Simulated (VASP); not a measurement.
Here is a VASP 6.6.1 calculation.

The input INCAR:

```
SYSTEM = Re
PREC = Accurate
ENCUT = 600
EDIFF = 1E-6
ISMEAR = -1
SIGMA = 0.15
LREAL = .False.
LASPH = .True.
NELM = 200
ALGO = Normal
ISIF = 2
LWAVE = .False.
LCHARG = .True.
MAGMOM = 0 0 0
LORBIT = 11
LSORBIT = .True.
GGA_COMPAT = .False.
LORBMOM = .True.
LMAXMIX = 4
GGA = PE
LVHAR = .True.
NBANDS = 18
```

Contents of KPOINTS:

```
regular mesh
0
Gamma
  4 4 4
  0 0 0
```

The input POSCAR:

```
Re
1.0
    0.0000000000      1.9442626900      1.9442626900
    1.9442626900      0.0000000000      1.9442626900
    1.9442626900      1.9442626900      0.0000000000
Re
1
Direct
    0.0000000000      0.0000000000      0.0000000000
```

Potentials or basis: VASP PAW PBE potentials, release 64 (Re).

The run is started by

```bash
$ cat potpaw_PBE.64/Re/POTCAR > POTCAR
$ mpirun -np 1 vasp_ncl > vasp.out
```

Q: Predict the net moment.

A: 0.00 μB per cell.

Q: What does it give for the pressure?

A: 11.6 GPa.

Moments on the atoms (μB; x, y, z):
```
Re  0.00 0.00 0.00
```

Caveat: the k points lie up to 0.70 Å⁻¹ apart.
